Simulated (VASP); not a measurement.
Wanted: the native input for a VASP 6.6.1 run.

| Quantity | Value |
| --- | --- |
| Task | single point |
| Functional | PBEsol |
| Potentials or basis | VASP PAW PBE potentials, release 64 (Br) |
| Cutoff | 520 eV |
| k mesh | 18 × 18 × 22 |
| Occupations | gaussian, width 0.1 eV |
| Spin | no spin polarisation |
| Dipole correction | no |
| Further INCAR settings | ALGO = Normal; EDIFF = 1e-07; NBANDS = 10 |

The structure of Br lies in POSCAR:

```
Br
1.0
    3.8173733060      0.0000000000      0.0000000000
   -1.9086866530      3.3059422587      0.0000000000
    0.0000000000      0.0000000000      2.5299310033
Br
1
Direct
    0.0000000000      0.0000000000      0.0000000000
```

These files were run (other wordings do the same):

INCAR

```
PREC = Accurate
ENCUT = 520
EDIFF = 1E-7
ISMEAR = 0
SIGMA = 0.1
LREAL = False
LASPH = True
NELM = 100
ALGO = Normal
ISIF = 2
LWAVE = False
LCHARG = False
GGA = PS
NBANDS = 10
```

KPOINTS

```
regular mesh
0
Gamma
  18 18 22
```

Potentials or basis: VASP PAW PBE potentials, release 64 (Br).

The run is started by

```sh
$ cat potpaw_PBE.64/Br/POTCAR > POTCAR
$ mpirun -np 1 vasp_std > vasp.out
```

Results of the run:

| Item | Value |
| --- | --- |
| Pressure | 0.0 GPa |

Caveat: the PAW data sets were made with another functional, which shifts forces and pressure a little; an odd number of electrons without spin polarisation forces a metal; a magnetic or distorted state may lie lower.

Run time: 80 s on 1 thread of Intel(R) Xeon(R) Platinum 8259CL CPU @ 2.50GHz (Skylake/Cascade Lake) (shared host), peak memory 0.24 GiB.
